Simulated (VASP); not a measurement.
The system is Au.

```
Au
1.0
     0.00000    2.03500    2.03500
     2.03500    0.00000    2.03500
     2.03500    2.03500    0.00000
Au
1
Direct
  0.00000 0.00000 0.00000
```

Base run:

```yaml
Program: VASP 6.6.1
Functional: BLYP
Potentials_or_basis: VASP PAW PBE potentials, release 64 (Au)
Cutoff: 520 eV
k_mesh: 11 × 11 × 11
Occupations: fermi-dirac, width 0.05 eV
Spin: no spin polarisation
```

Its results: pressure 23.4 GPa.

Question: After a change of settings the same cell gave: pressure -4.8 GPa. Which change was it?
A. functional from BLYP to PBE; occupations from fermi-dirac, width 0.05 eV to gaussian, width 0.025 eV
B. functional from BLYP to r2SCAN50; k mesh from 11 × 11 × 11 to 6 × 6 × 6
C. functional from BLYP to PBE; cutoff from 520 eV to 500 eV; occupations from fermi-dirac, width 0.05 eV to gaussian, width 0.021 eV
D. functional from BLYP to PBEsol; dispersion from none to D3(BJ)

Answer: D.

Caveats: the PAW data sets were made with another functional, which shifts forces and pressure a little; three body term missing (some runs); pairwise dispersion overbinds metals, which lowers pressure and volume (some runs).
